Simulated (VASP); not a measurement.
# GaSi16 (a cell with a defect) in VASP: further runs

GaSi16 (a cell with a defect) is run at these levels: PBEsol; tasks: single point.

All numbers are computed with VASP 6.6.1; they aren't measurements. Logs are shortened: lines on timing, memory, paths and dates and some standing lists are left out, and cuts for length are marked.

### 1 The cell of the first run

The cell holds a defect, 17 atoms: a = 7.679 Å, b = 7.679 Å, c = 7.679 Å, α = 60.00°, β = 60.00°, γ = 60.00°.

### 2 Single point, PBEsol, collinear spin, zero start

Input file INCAR:

```
SYSTEM = GaSi16
  PREC = Accurate
  ENCUT = 520
  EDIFF = 1E-6
  ISMEAR = 0
  SIGMA = 0.05
  LREAL = Auto
  LASPH = .True.
  NELM = 150
  ALGO = Normal
  ISIF = 2
  LWAVE = .False.
  LCHARG = .False.
  ISPIN = 2
  MAGMOM = 0 0 0 0 0 0 0 0 0 0 0 0 0 0 0 0 0
  LORBIT = 11
  GGA = PS
  NBANDS = 56
```

Input file KPOINTS:

```
regular mesh
0
Gamma
  2 2 2
  0 0 0
```

Input file POSCAR:

```
GaSi16
1.0
    0.0000000000      5.4300000000      5.4300000000
    5.4300000000      0.0000000000      5.4300000000
    5.4300000000      5.4300000000      0.0000000000
Si Ga
16 1
Direct
   -0.0086658379     -0.0082899632     -0.0083700737
    0.1143841621      0.1124876611      0.1117443831
    0.0075485267      0.0099895948      0.4727765193
    0.1265344383      0.1278044199      0.6155773481
    0.0071973297      0.4735188766      0.0100479742
    0.1265650092      0.6157830571      0.1280011050
    0.0036003683      0.5009368324      0.5012375691
    0.1370749540      0.6209497238      0.6210966851
    0.4753867403      0.0078267035      0.0082587477
    0.6157543278      0.1275622468      0.1277405157
    0.4996993554      0.0050783610      0.5013100368
    0.6203295580      0.1377542357      0.6212013812
    0.4998259669      0.5011309392      0.0053406998
    0.6204646409      0.6211889503      0.1378195212
    0.5094259669      0.5099679558      0.5100506446
    0.6326344383      0.6339305709      0.6341583794
    0.8617135359      0.8588255064      0.8577982505
```

Potentials or basis: VASP PAW PBE potentials, release 64 (Si, Ga_d).

On the command line:

```
> cat potpaw_PBE.64/Si/POTCAR potpaw_PBE.64/Ga_d/POTCAR > POTCAR
> mpirun -np 1 vasp_std > vasp.out
```

OUTCAR:

```text
SYSTEM = GaSi16
   PREC = Accurate
   ENCUT = 520
   EDIFF = 1E-6
   ISMEAR = 0
   LREAL = Auto
   LASPH = .True.
   NELM = 150
   ISIF = 2
   ISPIN = 2
   LORBIT = 11
   GGA = PS

 ion  position               nearest neighbor table
   1  0.991  0.992  0.992-   2 2.28  10 2.36   6 2.36   4 2.36  17 2.49
   2  0.114  0.112  0.112-   3 2.27   5 2.27   9 2.27   1 2.28
   3  0.008  0.010  0.473-   2 2.27   4 2.38  17 2.43  12 2.43   8 2.44
   4  0.127  0.128  0.616-   7 2.34  11 2.34   1 2.36   3 2.38  17 2.90
   5  0.007  0.474  0.010-   2 2.27   6 2.38  14 2.43  17 2.43   8 2.44
   6  0.127  0.616  0.128-   7 2.34  13 2.34   1 2.36   5 2.38  17 2.91
   7  0.004  0.501  0.501-  16 2.33   4 2.34   6 2.34   8 2.34
   8  0.137  0.621  0.621-  15 2.34   7 2.34   5 2.44   3 2.44  17 2.59
   9  0.475  0.008  0.008-   2 2.27  10 2.38  14 2.43  12 2.43  17 2.44
  10  0.616  0.128  0.128-  11 2.34  13 2.34   1 2.36   9 2.38  17 2.93
  11  0.500  0.005  0.501-  16 2.33  12 2.34   4 2.34  10 2.34
  12  0.620  0.138  0.621-  15 2.34  11 2.34   9 2.43   3 2.43  17 2.61
  13  0.500  0.501  0.005-  16 2.33  14 2.34   6 2.34  10 2.34
  14  0.620  0.621  0.138-  15 2.34  13 2.34   9 2.43   5 2.43  17 2.62
  15  0.509  0.510  0.510-  16 2.33  12 2.34  14 2.34   8 2.34
  16  0.633  0.634  0.634-  15 2.33   7 2.33  11 2.33  13 2.33
  17  0.862  0.859  0.858-   3 2.43   5 2.43   9 2.44   1 2.49   8 2.59  12 2.61  14 2.62   4 2.90
                             6 2.91  10 2.93

  LATTYP: Found a face centered cubic cell.
 ALAT       =    10.8600000000

  Lattice vectors:

 A1 = (   0.0000000000,   5.4300000000,   5.4300000000)
 A2 = (   5.4300000000,   0.0000000000,   5.4300000000)
 A3 = (   5.4300000000,   5.4300000000,   0.0000000000)

Analysis of symmetry for initial positions (statically):
=====================================================================
 Subroutine PRICEL returns:
 Original cell was already a primitive cell.

 Routine SETGRP: Setting up the symmetry group for a
 face centered cubic supercell.

 Subroutine GETGRP returns: Found  1 space group operations
 (whereof  1 operations were pure point group operations)
 out of a pool of 48 trial point group operations.

The static configuration has the point symmetry C_1 .

Analysis of symmetry for dynamics (positions and initial velocities):
=====================================================================
 Subroutine PRICEL returns:
 Original cell was already a primitive cell.

 Routine SETGRP: Setting up the symmetry group for a
 face centered cubic supercell.

 Subroutine GETGRP returns: Found  1 space group operations
 (whereof  1 operations were pure point group operations)
 out of a pool of 48 trial point group operations.

The dynamic configuration has the point symmetry C_1 .

Analysis of structural, dynamic, and magnetic symmetry:
=====================================================================
 Subroutine PRICEL returns:
 Original cell was already a primitive cell.

 Routine SETGRP: Setting up the symmetry group for a
 face centered cubic supercell.

 Subroutine GETGRP returns: Found  1 space group operations
 (whereof  1 operations were pure point group operations)
 out of a pool of 48 trial point group operations.

The overall configuration has the point symmetry C_1 .

 Subroutine INISYM returns: Found  1 space group operations
 (whereof  1 operations are pure point group operations),
 and found     1 'primitive' translations

----------------------------------------------------------------------------------------

                                     Primitive cell

  volume of cell :     320.2060

  direct lattice vectors                    reciprocal lattice vectors
     0.000000000  5.430000000  5.430000000    -0.092081031  0.092081031  0.092081031
     5.430000000  0.000000000  5.430000000     0.092081031 -0.092081031  0.092081031
     5.430000000  5.430000000  0.000000000     0.092081031  0.092081031 -0.092081031

  length of vectors
     7.679179644  7.679179644  7.679179644     0.159489025  0.159489025  0.159489025

  position of ions in fractional coordinates (direct lattice)
     0.991334162  0.991710037  0.991629926
     0.114384162  0.112487661  0.111744383
     0.007548527  0.009989595  0.472776519
     0.126534438  0.127804420  0.615577348
     0.007197330  0.473518877  0.010047974
     0.126565009  0.615783057  0.128001105
[... 9 lines left out ...]
     0.632634438  0.633930571  0.634158379
     0.861713536  0.858825506  0.857798250
[... 65 lines left out ...]
 SYSTEM =  GaSi16
   PREC   = accura    normal or accurate (medium, high low for compatibility)
   ISTART =      0    job   : 0-new  1-cont  2-samecut
   ICHARG =      2    charge: 1-file 2-atom 10-const
   ISPIN  =      2    spin polarized calculation?
   LNONCOLLINEAR =      F non collinear calculations
   LSORBIT =      F    spin-orbit coupling
   LASPH  =      T    aspherical Exc in radial PAW
   ENCUT  =  520.0 eV  38.22 Ry    6.18 a.u.  14.28 14.28 14.28*2*pi/ulx,y,z
   NELM   =    150;   NELMIN=  2; NELMDL= -5     # of ELM steps
   EDIFF  = 0.1E-05   stopping-criterion for ELM
   LREAL  =      T    real-space projection
   EDIFFG = 0.1E-04   stopping-criterion for IOM
   NSW    =      0    number of steps for IOM
   IBRION =     -1    ionic relax: 0-MD 1-quasi-New 2-CG
   NFREE  =      0    steps in history (QN), initial steepest desc. (CG)
   ISIF   =      2    stress and relaxation
   ISYM   =      2    0-nonsym 1-usesym 2-fastsym
   POTIM  = 0.5000    time-step for ionic-motion
   TEBEG  =    0.0;   TEEND  =   0.0 temperature during run
   PSTRESS=    0.0 pullay stress
   NELECT =      77.0000    total number of electrons
   NUPDOWN=      -1.0000    fix difference up-down
   EMIN   =  10.00;   EMAX   =-10.00  energy-range for DOS
   EFERMI =   0.00;   METHOD = LEGACY
   ISMEAR =     0;   SIGMA  =   0.05  broadening in eV -4-tet -1-fermi 0-gaus
   EFERMI_NEDOS =   21; number of points for ismear=-14 and -15
   IALGO  =     38    algorithm
   IMIX   =      4    mixing-type and parameters
     AMIX     =   0.40;   BMIX     =  1.00
     AMIX_MAG =   1.60;   BMIX_MAG =  1.00
  volume/ion in A,a.u.               =      18.84       127.11
  Fermi-wavevector in a.u.,A,eV,Ry     =   1.018033  1.923804 14.100962  1.036391
  Thomas-Fermi vector in A             =   2.151468
   LORBIT       =     11    0 simple, 1 ext, 2 COOP (PROOUT), +10 PAW based schemes
   GGA     = PS    functional components
   LHFCALC =     F    Hartree Fock is set to
   AEXX    =    0.0000 exact exchange contribution
   IVDW    =     0    specifies the selected vdW correction
   LEPSILON=     F    determine dielectric tensor
   LRPA    =     F    only Hartree local field effects (RPA)
 spin polarized calculation
 Gauss-broadening in eV      SIGMA  =   0.05
  energy-cutoff  :      520.00
  volume of cell :      320.21
 maximum number of plane-waves:      8646
 NGX is ok and might be reduce to    60
   NGX = 29   NGY = 29   NGZ = 29

 number of electron      77.0000001 magnetization       0.0000131

 Free energy of the ion-electron system (eV)
  ---------------------------------------------------
  ext. energy  EPLUGINS =         0.00000000
  ---------------------------------------------------
  free energy    TOTEN  =       -91.62327508 eV

  energy without entropy =      -91.61618189  energy(sigma->0) =      -91.61972849

 E-fermi :   6.7462     XC(G=0):  -9.8708

 val. band max:        6.7382126862   @ k =   0.0000   0.0000   0.0000
 cond. band min:       6.7550692780   @ k =   0.0000   0.0000   0.0000
 fundamental gap:      0.0168565918
 Fermi energy:         6.7461898773

 spin component 1

 k-point     1 :       0.0000    0.0000    0.0000
  band No.  band energies     occupation
      1      -8.7376      1.00000
      2      -8.7356      1.00000
      3      -8.7215      1.00000
      4      -8.6936      1.00000
      5      -8.6920      1.00000
      6      -6.2189      1.00000
[... 413 lines left out ...]
     49      10.2342      0.00000
     50      10.2667      0.00000
 Fermi energy:         6.7461898773

 spin component 2

 k-point     1 :       0.0000    0.0000    0.0000
  band No.  band energies     occupation
      1      -8.7376      1.00000
      2      -8.7356      1.00000
      3      -8.7215      1.00000
      4      -8.6936      1.00000
      5      -8.6920      1.00000
      6      -6.2189      1.00000
[... 413 lines left out ...]
     49      10.2342      0.00000
     50      10.2667      0.00000
 [bands above 50 left out]

------------------------ aborting loop because EDIFF is reached ----------------------------------------

  FORCE on cell =-STRESS in cart. coord.  units (eV):
  Direction    XX          YY          ZZ          XY          YZ          ZX
  --------------------------------------------------------------------------------------
  -------------------------------------------------------------------------------------
  Total        8.0617242      8.1344546      8.1640360     -0.3286530     -0.2065588     -0.3091179
  in kB       40.3375052     40.7014177     40.8494310     -1.6444423     -1.0335343     -1.5466969
  external PRESSURE =      40.6294513 kB  Pullay stress =       0.0000000 kB

 VOLUME and BASIS-vectors are now :
 -----------------------------------------------------------------------------
  energy-cutoff  :      520.00
  volume of cell :      320.21
      direct lattice vectors                 reciprocal lattice vectors
     0.000000000  5.430000000  5.430000000    -0.092081031  0.092081031  0.092081031
     5.430000000  0.000000000  5.430000000     0.092081031 -0.092081031  0.092081031
     5.430000000  5.430000000  0.000000000     0.092081031  0.092081031 -0.092081031

 POSITION                                       TOTAL-FORCE (eV/Angst)
 -----------------------------------------------------------------------------------
     10.76954     10.76750     10.76793         0.038621      0.049193      0.051016
      1.21758      1.22788      1.23191         0.052258      0.050532      0.052445
      2.62142      2.60816      0.09523         0.005654      0.038253     -0.036667
      4.03656      4.02967      1.38106         0.010778      0.014236     -0.016766
      2.62577      0.09364      2.61029         0.000879     -0.033617      0.040601
      4.03875      1.38229      4.03095         0.007346     -0.015578      0.012508
[... 9 lines left out ...]
      6.88572      6.87869      6.87745        -0.062082     -0.066762     -0.067807
      9.32127      9.33695      9.34253         0.131813      0.093201      0.080175
 -----------------------------------------------------------------------------------
    total drift:                                0.002902      0.004432      0.010529

  FREE ENERGIE OF THE ION-ELECTRON SYSTEM (eV)
  ---------------------------------------------------
  free  energy   TOTEN  =       -91.6232750811 eV

  energy  without entropy=      -91.6161818944  energy(sigma->0) =      -91.61972849

 total charge

# of ion       s       p       d       tot
------------------------------------------
    1        0.748   0.955   0.000   1.703
    2        0.760   0.990   0.000   1.750
    3        0.762   0.925   0.000   1.688
    4        0.747   0.933   0.000   1.679
    5        0.762   0.926   0.000   1.688
    6        0.747   0.933   0.000   1.679
[... 9 lines left out ...]
   16        0.738   0.964   0.000   1.702
   17        1.076   0.745  10.055  11.876
--------------------------------------------------
tot         13.078  15.792  10.055  38.926

 magnetization (x)

# of ion       s       p       d       tot
------------------------------------------
    1       -0.000  -0.000   0.000  -0.000
    2       -0.000  -0.000   0.000  -0.000
    3       -0.000  -0.000   0.000  -0.000
    4       -0.000  -0.000   0.000  -0.000
    5       -0.000  -0.000   0.000  -0.000
    6       -0.000  -0.000   0.000  -0.000
[... 9 lines left out ...]
   16       -0.000  -0.000   0.000  -0.000
   17       -0.000   0.000  -0.000  -0.000
--------------------------------------------------
tot         -0.000  -0.000  -0.000  -0.000
```

Run time: 5.5 min. Hardware: 1 thread of Intel Xeon Platinum 8559C (Emerald Rapids), shared host; peak memory 0.71 GiB.

Results:

```
Free energy                                           : -91.6233 eV
Pressure                                              : 4.1 GPa
Largest force                                         : 0.180 eV/Å
Net moment                                            : 0.00 μB per cell
Valence electrons inside the program's atomic spheres : Si 1.70, 1.75, 1.69, 1.68, 1.67; Ga 11.88
```

Forces in eV/Å, atoms in the order of the input:
```
Si   0.039  0.049  0.051
Si   0.052  0.051  0.052
Si   0.006  0.038 -0.037
Si   0.011  0.014 -0.017
Si   0.001 -0.034  0.041
Si   0.007 -0.016  0.013
Si   0.011 -0.032 -0.027
Si   0.013 -0.029 -0.027
Si  -0.021  0.018  0.026
Si  -0.008  0.005  0.007
Si  -0.037  0.009 -0.024
Si  -0.027  0.009 -0.027
Si  -0.035 -0.025  0.007
Si  -0.027 -0.027  0.005
Si  -0.055 -0.057 -0.056
Si  -0.062 -0.067 -0.068
Ga   0.132  0.093  0.080
```

Stress tensor (GPa, compression positive):
```
 4.03 -0.16 -0.15
-0.16  4.07 -0.10
-0.15 -0.10  4.08
```

Levels at points of the mesh, in eV from the Fermi level:
Spin up:
```
           k point  band 36  band 37  band 38  band 39  band 40  band 41
(0.00, 0.00, 0.00)    -0.68    -0.61    -0.60    -0.31    -0.14    -0.13
(0.50, 0.00, 0.00)    -1.38    -1.35    -0.91     0.18     0.48     0.72
(0.00, 0.50, 0.00)    -1.38    -1.35    -0.91     0.18     0.50     0.72
(0.00, 0.00, 0.50)    -1.38    -1.35    -0.92     0.18     0.50     0.72
(0.50, 0.50, 0.50)    -1.34    -1.33    -1.11     0.08     0.48     0.50
(0.50, 0.50, 0.00)    -1.89    -1.81    -0.58     0.24     1.04     1.25
(0.00, 0.50, 0.50)    -1.89    -1.82    -0.59     0.25     1.04     1.25
(0.50, 0.00, 0.50)    -1.89    -1.81    -0.58     0.24     1.04     1.25
```
Spin down:
```tsv
k point	band 36	band 37	band 38	band 39	band 40	band 41
(0.00, 0.00, 0.00)	-0.68	-0.61	-0.60	-0.31	-0.14	-0.13
(0.50, 0.00, 0.00)	-1.38	-1.35	-0.91	0.18	0.48	0.72
(0.00, 0.50, 0.00)	-1.38	-1.35	-0.91	0.18	0.50	0.72
(0.00, 0.00, 0.50)	-1.38	-1.35	-0.92	0.18	0.50	0.72
(0.50, 0.50, 0.50)	-1.34	-1.33	-1.11	0.08	0.48	0.50
(0.50, 0.50, 0.00)	-1.89	-1.81	-0.58	0.24	1.04	1.25
(0.00, 0.50, 0.50)	-1.89	-1.82	-0.59	0.25	1.04	1.25
(0.50, 0.00, 0.50)	-1.89	-1.81	-0.58	0.24	1.04	1.25
```

Caveat: the k points lie up to 0.50 Å⁻¹ apart; the PAW data sets were made with another functional, which shifts forces and pressure a little.

### 3 Single point, PBEsol, collinear spin, zero start

Input file INCAR:

```
SYSTEM = GaSi16
ALGO     = Normal         ! electronic algorithm
EDIFF    = 1E-6           ! SCF threshold, eV
ENCUT    = 520            ! plane-wave cutoff, eV
GGA      = PS             ! functional
ISIF     = 2              ! what is computed and relaxed
ISMEAR   = 0              ! smearing method
ISPIN    = 2              ! spin polarisation
LASPH    = .True.         ! aspherical terms in the spheres
LCHARG   = .False.        ! write CHGCAR
LORBIT   = 11             ! projections on sites
LREAL    = Auto         
LWAVE    = .False.        ! write WAVECAR
MAGMOM   = 0 0 0 0 0 0 0 0 0 0 0 0 0 0 0 0 0 ! initial moments
NBANDS   = 56             ! bands
NELM     = 150            ! most SCF steps
PREC     = Accurate       ! precision mode
SIGMA    = 0.05           ! smearing width, eV
```

Input file KPOINTS:

```
k-points
0
Gamma
  2 2 2
  0 0 0
```

Input file POSCAR:

```
GaSi16
1.0
    0.0000000000      5.4300000000      5.4300000000
    5.4300000000      0.0000000000      5.4300000000
    5.4300000000      5.4300000000      0.0000000000
Si Ga
16 1
Direct
   -0.0206663904     -0.0204238490     -0.0206844383
    0.1044047882      0.1038318600      0.1033953959
    0.0103134438      0.0121821363      0.4641132597
    0.1267062615      0.1280263352      0.6097668508
    0.0105011050      0.4644325967      0.0124589319
    0.1269281768      0.6101721915      0.1282364641
    0.0136367403      0.4994039595      0.4997437385
    0.1487348987      0.6180490792      0.6185023020
    0.4650927256      0.0109625230      0.0111035912
    0.6101127993      0.1275536832      0.1275625230
    0.4983581031      0.0138264273      0.4994170350
    0.6172293738      0.1486726519      0.6183546041
    0.4986681400      0.4994053407      0.0139285451
    0.6176769797      0.6184204420      0.1485580110
    0.5179222836      0.5177861878      0.5178152855
    0.6424287293      0.6425526703      0.6425771639
    0.8414813076      0.8403465009      0.8398593923
```

Potentials or basis: VASP PAW PBE potentials, release 64 (Si, Ga_d).

On the command line:

```
> cat potpaw_PBE.64/Si/POTCAR potpaw_PBE.64/Ga_d/POTCAR > POTCAR
> mpirun -np 1 vasp_std > vasp.out
```

It took 5.7 min on 1 thread of Intel Xeon Platinum 8559C (Emerald Rapids), shared host; peak memory 0.71 GiB.

The run converged. Its results:

* Free energy: -91.3825 eV
* Pressure: 3.5 GPa
* Largest force: 0.727 eV/Å
* Net moment: 0.00 μB per cell
* Valence electrons inside the program's atomic spheres: Si 1.69, 1.73, 1.67, 1.70; Ga 11.90

Forces in eV/Å, atoms in the order of the input:
```
Si  -0.010 -0.003 -0.004
Si  -0.008 -0.009 -0.008
Si  -0.049 -0.027 -0.021
Si  -0.014  0.001  0.037
Si  -0.047 -0.023 -0.026
Si  -0.019  0.037 -0.002
Si  -0.035 -0.024 -0.018
Si   0.013 -0.056 -0.049
Si  -0.007 -0.034 -0.031
Si   0.047 -0.024 -0.020
Si  -0.025 -0.033 -0.009
Si  -0.055  0.022 -0.050
Si  -0.023 -0.011 -0.034
Si  -0.052 -0.048  0.011
Si  -0.092 -0.092 -0.088
Si  -0.069 -0.087 -0.091
Ga   0.446  0.411  0.401
```

Stress tensor (GPa, compression positive):
```
 3.54 -0.86 -0.86
-0.86  3.49 -0.83
-0.86 -0.83  3.52
```

Levels at points of the mesh, in eV from the Fermi level:
Spin up:
| k point | band 35 | band 36 | band 37 | band 38 | band 39 | band 40 | band 41 | band 42 |
| --- | --- | --- | --- | --- | --- | --- | --- | --- |
| (0.00, 0.00, 0.00) | -1.56 | -0.76 | -0.61 | -0.60 | -0.55 | -0.19 | -0.18 | 0.05 |
| (0.50, 0.00, 0.00) | -1.44 | -1.43 | -1.42 | -0.70 | 0.15 | 0.24 | 0.68 | 0.74 |
| (0.00, 0.50, 0.00) | -1.44 | -1.43 | -1.43 | -0.70 | 0.16 | 0.24 | 0.68 | 0.73 |
| (0.00, 0.00, 0.50) | -1.44 | -1.43 | -1.43 | -0.70 | 0.16 | 0.24 | 0.69 | 0.74 |
| (0.50, 0.50, 0.50) | -1.37 | -1.30 | -1.30 | -1.13 | -0.03 | 0.36 | 0.37 | 1.07 |
| (0.50, 0.50, 0.00) | -2.05 | -1.89 | -1.81 | -0.49 | 0.12 | 0.78 | 1.27 | 1.40 |
| (0.00, 0.50, 0.50) | -2.05 | -1.89 | -1.81 | -0.50 | 0.12 | 0.78 | 1.27 | 1.39 |
| (0.50, 0.00, 0.50) | -2.05 | -1.89 | -1.81 | -0.49 | 0.12 | 0.78 | 1.27 | 1.40 |
Spin down:
```csv
k point,band 35,band 36,band 37,band 38,band 39,band 40,band 41,band 42
"(0.00, 0.00, 0.00)",-1.56,-0.76,-0.61,-0.60,-0.55,-0.19,-0.18,0.05
"(0.50, 0.00, 0.00)",-1.44,-1.43,-1.42,-0.70,0.15,0.24,0.68,0.74
"(0.00, 0.50, 0.00)",-1.44,-1.43,-1.43,-0.70,0.16,0.24,0.68,0.73
"(0.00, 0.00, 0.50)",-1.44,-1.43,-1.43,-0.70,0.16,0.24,0.69,0.74
"(0.50, 0.50, 0.50)",-1.37,-1.30,-1.30,-1.13,-0.03,0.36,0.37,1.07
"(0.50, 0.50, 0.00)",-2.05,-1.89,-1.81,-0.49,0.12,0.78,1.27,1.40
"(0.00, 0.50, 0.50)",-2.05,-1.89,-1.81,-0.50,0.12,0.78,1.27,1.39
"(0.50, 0.00, 0.50)",-2.05,-1.89,-1.81,-0.49,0.12,0.78,1.27,1.40
```

Caveat: the k points lie up to 0.50 Å⁻¹ apart; the PAW data sets were made with another functional, which shifts forces and pressure a little.

(Part 1 of 2 ends here.)
